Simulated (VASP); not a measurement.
# Ba (Cmmm) in VASP: a series of runs

The runs below take Ba through single point, with PBEsol.

Program: VASP 6.6.1. These are calculated values, not measurements. Logs are shortened: lines on timing, memory, paths and dates and some standing lists are left out, and cuts for length are marked.

## (1) The cell of the first run

It takes space group Cmmm (No. 65, orthorhombic). The conventional cell has a = 3.910 Å, b = 7.300 Å, c = 5.700 Å, α = 90.00°, β = 90.00°, γ = 90.00°. Within 5.1 Å of Ba (site symmetry mmm) lie 6 Ba at 3.91 to 4.14 Å.

## (2) Single point, PBEsol

The input, INCAR:

```
SYSTEM = Ba
ALGO = Fast
EDIFF = 1E-6
ENCUT = 520
GGA = PS
ISIF = 2
ISMEAR = 0
LASPH = .TRUE.
LCHARG = .FALSE.
LREAL = .FALSE.
LWAVE = .FALSE.
NBANDS = 11
NELM = 100
PREC = Accurate
SIGMA = 0.15
```

The input, KPOINTS:

```
k-points
0
G
  14 14 8
  0 0 0
```

The input, POSCAR:

```
Ba
1.0
    1.9550000000     -3.6500000000      0.0000000000
    1.9550000000      3.6500000000      0.0000000000
    0.0000000000      0.0000000000      5.7000000000
Ba
1
Direct
    0.0000000000      0.0000000000      0.0000000000
```

Potentials or basis: VASP PAW PBE potentials, release 64 (Ba_sv).

The run is started by

```console
$ cat potpaw_PBE.64/Ba_sv/POTCAR > POTCAR
$ mpirun -np 1 vasp_std > vasp.out
```

OUTCAR:

```text
SYSTEM = Ba
   EDIFF = 1E-6
   ENCUT = 520
   GGA = PS
   ISIF = 2
   ISMEAR = 0
   LASPH = .TRUE.
   LREAL = .FALSE.
   NELM = 100
   PREC = Accurate

 ion  position               nearest neighbor table
   1  0.000  0.000  0.000-

  LATTYP: Found a base centered orthorhombic cell.
 ALAT       =     3.9100000000
 B/A-ratio  =     1.8670076726
 C/A-ratio  =     1.4578005115

  Lattice vectors:

 A1 = (   1.9550000000,  -3.6500000000,   0.0000000000)
 A2 = (   1.9550000000,   3.6500000000,   0.0000000000)
 A3 = (   0.0000000000,   0.0000000000,   5.7000000000)

Analysis of symmetry for initial positions (statically):
=====================================================================
 Subroutine PRICEL returns:
 Original cell was already a primitive cell.

 Routine SETGRP: Setting up the symmetry group for a
 base centered orthorhombic supercell.

 Subroutine GETGRP returns: Found  8 space group operations
 (whereof  8 operations were pure point group operations)
 out of a pool of  8 trial point group operations.

The static configuration has the point symmetry D_2h.

Analysis of symmetry for dynamics (positions and initial velocities):
=====================================================================
 Subroutine PRICEL returns:
 Original cell was already a primitive cell.

 Routine SETGRP: Setting up the symmetry group for a
 base centered orthorhombic supercell.

 Subroutine GETGRP returns: Found  8 space group operations
 (whereof  8 operations were pure point group operations)
 out of a pool of  8 trial point group operations.

The dynamic configuration has the point symmetry D_2h.

 Subroutine INISYM returns: Found  8 space group operations
 (whereof  8 operations are pure point group operations),
 and found     1 'primitive' translations

----------------------------------------------------------------------------------------

                                     Primitive cell

  volume of cell :      81.3476

  direct lattice vectors                    reciprocal lattice vectors
     1.955000000 -3.650000000  0.000000000     0.255754476 -0.136986301  0.000000000
     1.955000000  3.650000000  0.000000000     0.255754476  0.136986301  0.000000000
     0.000000000  0.000000000  5.700000000     0.000000000  0.000000000  0.175438596

  length of vectors
[... 79 lines left out ...]
   NELM   =    100;   NELMIN=  2; NELMDL= -5     # of ELM steps
   EDIFF  = 0.1E-05   stopping-criterion for ELM
   LREAL  =      F    real-space projection
   EDIFFG = 0.1E-04   stopping-criterion for IOM
   NSW    =      0    number of steps for IOM
   IBRION =     -1    ionic relax: 0-MD 1-quasi-New 2-CG
   NFREE  =      0    steps in history (QN), initial steepest desc. (CG)
   ISIF   =      2    stress and relaxation
   ISYM   =      2    0-nonsym 1-usesym 2-fastsym
   POTIM  = 0.5000    time-step for ionic-motion
   TEBEG  =    0.0;   TEEND  =   0.0 temperature during run
   PSTRESS=    0.0 pullay stress
   NELECT =      10.0000    total number of electrons
   NUPDOWN=      -1.0000    fix difference up-down
   EMIN   =  10.00;   EMAX   =-10.00  energy-range for DOS
   EFERMI =   0.00;   METHOD = LEGACY
   ISMEAR =     0;   SIGMA  =   0.15  broadening in eV -4-tet -1-fermi 0-gaus
   EFERMI_NEDOS =   21; number of points for ismear=-14 and -15
   IALGO  =     68    algorithm
   IMIX   =      4    mixing-type and parameters
     AMIX     =   0.40;   BMIX     =  1.00
     AMIX_MAG =   1.60;   BMIX_MAG =  1.00
  volume/ion in A,a.u.               =      81.35       548.96
  Fermi-wavevector in a.u.,A,eV,Ry     =   0.814004  1.538245  9.015260  0.662603
  Thomas-Fermi vector in A             =   1.923832
   LORBIT       =      0    0 simple, 1 ext, 2 COOP (PROOUT), +10 PAW based schemes
   GGA     = PS    functional components
   LHFCALC =     F    Hartree Fock is set to
   AEXX    =    0.0000 exact exchange contribution
   IVDW    =     0    specifies the selected vdW correction
   LEPSILON=     F    determine dielectric tensor
   LRPA    =     F    only Hartree local field effects (RPA)
 non-spin polarized calculation
 RMM-DIIS sequential band-by-band and
 Gauss-broadening in eV      SIGMA  =   0.15
  energy-cutoff  :      520.00
  volume of cell :       81.35
 maximum number of plane-waves:      2214
   NGX = 15   NGY = 15   NGZ = 21

 number of electron      10.0000001 magnetization

 Free energy of the ion-electron system (eV)
  ---------------------------------------------------
  ext. energy  EPLUGINS =         0.00000000
  ---------------------------------------------------
  free energy    TOTEN  =        -1.55173262 eV

  energy without entropy =       -1.51997958  energy(sigma->0) =       -1.53585610

 E-fermi :   0.6420     XC(G=0):  -6.5265

 val. band max:        0.6396251794   @ k =  -0.4286   0.2143   0.5000
 cond. band min:       0.6463469340   @ k =   0.5000   0.1429   0.5000
 fundamental gap:      0.0067217546
 Fermi energy:         0.6419989655

 k-point     1 :       0.0000    0.0000    0.0000
  band No.  band energies     occupation
      1     -28.4703      2.00000
      2     -13.7049      2.00000
      3     -13.2310      2.00000
      4     -13.1427      2.00000
      5      -1.7257      2.00000
      6       0.6138      1.20975
      7       2.1138      0.00000
      8       3.0850      0.00000
      9       3.7473      0.00000
     10       4.6521      0.00000
     11       4.9672      0.00000
[... 309 lines left out ...]
 k-point    24 :       0.2857    0.1429    0.0000
  band No.  band energies     occupation
      1     -28.3797      2.00000
      2     -13.9509      2.00000
      3     -13.5778      2.00000
      4     -13.4196      2.00000
      5       0.2838      1.99927
      6       1.1982      0.00000
      7       1.5245      0.00000
      8       2.3413      0.00000
      9       3.5933      0.00000
     10       4.8511      0.00000
     11       6.7746      0.00000

 [... further k-points ...]
[... 5 lines left out ...]
  --------------------------------------------------------------------------------------
  -------------------------------------------------------------------------------------
  Total        1.0287043      0.2598015     -1.1512395      0.0000000      0.0000000      0.0000000
  in kB       20.2608031      5.1169106    -22.6741894      0.0000000      0.0000000      0.0000000
  external PRESSURE =       0.9011747 kB  Pullay stress =       0.0000000 kB

 VOLUME and BASIS-vectors are now :
 -----------------------------------------------------------------------------
  energy-cutoff  :      520.00
  volume of cell :       81.35
      direct lattice vectors                 reciprocal lattice vectors
     1.955000000 -3.650000000  0.000000000     0.255754476 -0.136986301  0.000000000
     1.955000000  3.650000000  0.000000000     0.255754476  0.136986301  0.000000000
     0.000000000  0.000000000  5.700000000     0.000000000  0.000000000  0.175438596

 POSITION                                       TOTAL-FORCE (eV/Angst)
 -----------------------------------------------------------------------------------
      0.00000      0.00000      0.00000        -0.000000      0.000000      0.000000
 -----------------------------------------------------------------------------------
    total drift:                               -0.000000     -0.000000     -0.000000

  FREE ENERGIE OF THE ION-ELECTRON SYSTEM (eV)
  ---------------------------------------------------
  free  energy   TOTEN  =        -1.5517326242 eV

  energy  without entropy=       -1.5199795823  energy(sigma->0) =       -1.53585610
```

Wall time 83 s (1 thread of Intel Xeon 6975P-C (Granite Rapids), shared host); peak memory 0.39 GiB.

What came out:

```
Free energy            : -1.5517 eV
Pressure               : 0.1 GPa
Band gap on the k mesh : zero (bands 5 and 6 overlap by 1.05 eV)
```

Stress tensor (GPa, compression positive):
```
 2.03  0.00  0.00
 0.00  0.51  0.00
 0.00  0.00 -2.27
```

Caveat: the PAW data sets were made with another functional, which shifts forces and pressure a little; spin-orbit coupling is left out, which moves the levels of the heavy elements.

## (3) Single point, PBEsol

The input, INCAR:

```
PREC     = Accurate       # precision mode
ENCUT    = 520            # plane-wave cutoff, eV
EDIFF    = 1E-6           # SCF threshold, eV
ISMEAR   = 0              # smearing method
SIGMA    = 0.15           # smearing width, eV
LREAL    = False          # projectors in reciprocal space
LASPH    = True           # aspherical terms in the spheres
NELM     = 60             # most SCF steps
ALGO     = Fast           # electronic algorithm
ISIF     = 2              # what is computed and relaxed
LWAVE    = False          # write WAVECAR
LCHARG   = False          # write CHGCAR
GGA      = PS             # functional
NBANDS   = 11             # bands
```

The input, KPOINTS:

```
regular mesh
0
Gamma
  16 16 10
```

POSCAR is that of step 2.

Potentials or basis: VASP PAW PBE potentials, release 64 (Ba_sv).

The run is started by

```console
$ cat potpaw_PBE.64/Ba_sv/POTCAR > POTCAR
$ mpirun -np 1 vasp_std > vasp.out
```

It took 2.1 min on 1 thread of Intel Xeon 6975P-C (Granite Rapids), shared host; peak memory 0.5 GiB.

Results (log left out):

```
Free energy            : -1.5515 eV
Pressure               : 0.1 GPa
Band gap on the k mesh : zero (bands 5 and 6 overlap by 0.89 eV)
```

Stress tensor (GPa, compression positive):
```
 2.01  0.00  0.00
 0.00  0.56  0.00
 0.00  0.00 -2.27
```

Levels at points of the mesh, in eV from the Fermi level:
| k point | band 2 | band 3 | band 4 | band 5 | band 6 | band 7 | band 8 | band 9 |
| --- | --- | --- | --- | --- | --- | --- | --- | --- |
| (0.00, 0.00, 0.00) | -14.35 | -13.87 | -13.78 | -2.37 | -0.03 | 1.47 | 2.45 | 3.11 |
| (0.50, 0.00, 0.00) | -14.70 | -14.20 | -14.05 | -0.76 | 0.62 | 1.44 | 1.76 | 3.24 |
| (0.50, 0.50, 0.00) | -14.59 | -14.24 | -13.92 | -0.75 | 0.63 | 1.15 | 1.40 | 3.72 |
| (0.00, 0.00, 0.50) | -14.37 | -13.87 | -13.78 | -1.78 | -0.16 | 1.50 | 2.16 | 2.47 |
| (0.50, 0.00, 0.50) | -14.70 | -14.22 | -14.05 | -0.61 | -0.16 | 2.92 | 2.92 | 3.03 |
| (0.50, 0.50, 0.50) | -14.59 | -14.26 | -13.92 | -0.59 | -0.23 | 2.59 | 2.61 | 3.08 |

Caveat: the PAW data sets were made with another functional, which shifts forces and pressure a little; spin-orbit coupling is left out, which moves the levels of the heavy elements.
